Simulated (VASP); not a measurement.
The system is WS2 (Tungstenite).

```xyz
3
Lattice="1.5468 0.8930 6.0375 -1.5468 0.8930 6.0375 0.0000 -1.7861 6.0375" Properties=species:S:1:pos:R:3 pbc="T T T"
W     0.0000    0.0000    0.0000
S     0.0000    0.0000   10.5234
S     0.0000    0.0000   13.5898
```

This cell differs from its parent crystal: volume scaled by 0.94.

Base run:

- Program: VASP 6.6.1
- Functional: PBEsol
- Potentials or basis: VASP PAW PBE potentials, release 64 (W_sv, S)
- Cutoff: 520 eV
- k mesh: 10 × 10 × 10
- Occupations: fermi-dirac, width 0.05 eV
- Spin: no spin polarisation

Its results: band gap on the k mesh 0.96 eV, indirect (least direct gap 2.39 eV); pressure 11.4 GPa; largest force 1.499 eV/Å.

**Question.** The run is repeated on the same cell with these changes: functional from PBEsol to r2SCAN; further incar settings from ALGO = Normal; EDIFF = 1e-06; NBANDS = 20 to ALGO = Normal; EDIFF = 1e-07; NBANDS = 20. What comes out?

**Answer.** Band gap on the k mesh 1.12 eV, indirect (least direct gap 2.54 eV); pressure 15.4 GPa; largest force 1.539 eV/Å.

Caveats: the PAW data sets were made with another functional, which shifts forces and pressure a little; spin-orbit coupling is left out, which moves the levels of the heavy elements.

A k mesh can miss the band edges.
